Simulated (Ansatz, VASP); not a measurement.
Be2C in VASP and in Ansatz

```xyz
3
Lattice="0.0000 2.2497 2.2497 2.2497 0.0000 2.2497 2.2497 2.2497 0.0000" Properties=species:S:1:pos:R:3 pbc="T T T"
Be    1.1249    1.1249    1.1249
Be    3.3746    3.3746    3.3746
C     0.0000    0.0000    0.0000
```

Alike in both runs: task single point; functional PBE; k mesh 12 × 12 × 12; occupations gaussian, width 0.02 eV; no spin polarisation.

|  | VASP | Ansatz |
| --- | --- | --- |
| version | VASP 6.6.1 | Ansatz 0.2.0 |
| potentials or method | VASP PAW PBE potentials, release 64 (Be, C), cutoff 600 eV | scalar-relativistic, plane waves, PAW |
| valence electrons in the cell | 8 | 8 |

VASP gave:

* gap on the k mesh at the Fermi level (eV): 1.10
* least direct gap on the mesh (eV): 3.91
* pressure (GPa): -18.9

Q: What did Ansatz give for the same quantities?

A: gap on the k mesh at the Fermi level (eV): 1.12; least direct gap on the mesh (eV): 3.91; pressure (GPa): -19.1.
